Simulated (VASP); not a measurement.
**Ta: single point with PBE**

The system is Ta.

```xyz
1
Lattice="-1.6513 1.6513 1.4655 1.6513 -1.6513 1.4655 1.6513 1.6513 -1.4655" Properties=species:S:1:pos:R:3 pbc="T T T"
Ta    0.0000    0.0000    0.0000
```

This cell differs from its parent crystal: strain -0.1125 x Voigt [0, 0, 1, 0, 0, 0].

```yaml
Program: VASP 6.6.1
Task: single point
Functional: PBE
Potentials_or_basis: VASP PAW PBE potentials, release 64 (Ta_pv)
Cutoff: 520 eV
k_mesh: 20 × 20 × 20
Occupations: gaussian, width 0.15 eV
Spin: no spin polarisation
```

* Pressure: 35.3 GPa
* Band gap on the k mesh: zero (an odd number of electrons rules out a gap without spin polarisation)

Stress tensor (GPa, compression positive):
```
30.23  0.00  0.00
 0.00 30.23  0.00
 0.00  0.00 45.37
```

Levels at points of the mesh, in eV from the Fermi level:
```tsv
k point	band 1	band 2	band 3	band 4	band 5	band 6	band 7	band 8	band 9	band 10
(0.00, 0.00, 0.00)	-32.69	-32.69	-32.63	-8.44	-0.46	1.41	1.41	2.90	5.49	14.85
(0.50, 0.00, 0.00)	-34.40	-33.25	-32.79	-5.03	-2.54	2.55	4.23	6.89	8.83	12.36
(0.50, 0.50, 0.00)	-34.41	-33.06	-32.62	-5.04	-0.66	1.49	2.70	4.69	8.68	12.87
(0.50, 0.50, 0.50)	-33.96	-33.96	-33.54	-4.85	-4.48	7.65	7.65	8.21	8.72	8.72
```

Wall time 33 s on 1 thread of Intel(R) Xeon(R) 6975P-C (Granite Rapids), on a shared host, peak memory 0.25 GiB.

Caveat: the cell differs from its parent crystal (strain -0.1125 x Voigt [0, 0, 1, 0, 0, 0]); the cell stands under pressure; spin-orbit coupling is left out, which moves the levels of the heavy elements.
